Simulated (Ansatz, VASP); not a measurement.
# BN: VASP beside Ansatz

POSCAR

```
BN
1.0
    0.0000000000      1.8371364149      1.8371364149
    1.8371364149      0.0000000000      1.8371364149
    1.8371364149      1.8371364149      0.0000000000
B N
1 1
Direct
    0.0000000000      0.0000000000      0.0000000000
    0.2500000000      0.2500000000      0.2500000000
```

The input INCAR.step1:

```
ALGO = Normal
EDIFF = 1E-4
ENCUT = 520
GGA = PE
ISMEAR = 0
LASPH = T
LCHARG = F
LREAL = F
LWAVE = T
NBANDS = 11
NELM = 100
PREC = Accurate
SIGMA = 0.01
```

File INCAR.step2:

```
ALGO = Normal
EDIFF = 1E-7
ENCUT = 520
ISIF = 2
ISMEAR = 0
ISTART = 1
LASPH = T
LCHARG = T
LELF = T
LMIXTAU = T
LREAL = F
LVHAR = T
LWAVE = F
METAGGA = R2SCAN
NBANDS = 11
NELM = 100
PREC = Accurate
SIGMA = 0.01
```

The input KPOINTS:

```
k-points
0
Gamma
  10 10 10
```

Input for Ansatz:

```yaml
crystal:
  lattice:
    - [0.0, 1.8371364149428477, 1.8371364149428477]
    - [1.8371364149428477, 0.0, 1.8371364149428477]
    - [1.8371364149428477, 1.8371364149428477, 0.0]
  atoms:
    - { symbol: B, position: [0.0, 0.0, 0.0] }
    - { symbol: "N", position: [0.25, 0.25, 0.25] }
basis:
  ecutwfc: 600.0
kpoints:
  mp_grid:
    grid: [10, 10, 10]
hamiltonian:
  xc: r2scan
scf:
  occupations:
    method: fixed
output:
  stress: true
```

Alike in both runs: task single point; functional r2SCAN; k mesh 10 × 10 × 10; no spin polarisation.

|  | VASP | Ansatz |
| --- | --- | --- |
| version | VASP 6.6.1 | Ansatz 0.2.0 |
| potentials or method | VASP PAW PBE potentials, release 64 (B, N), cutoff 520 eV | plane waves, PAW |
| occupations | gaussian, width 0.01 eV | fixed |
| valence electrons in the cell | 8 | 8 |

Ansatz gave:

- pressure (GPa): -18.9

Problem. What did VASP give for the same quantities?

Solution. Pressure (GPa): -18.0.

VASP's potentials were made for PBE, not for r2SCAN.
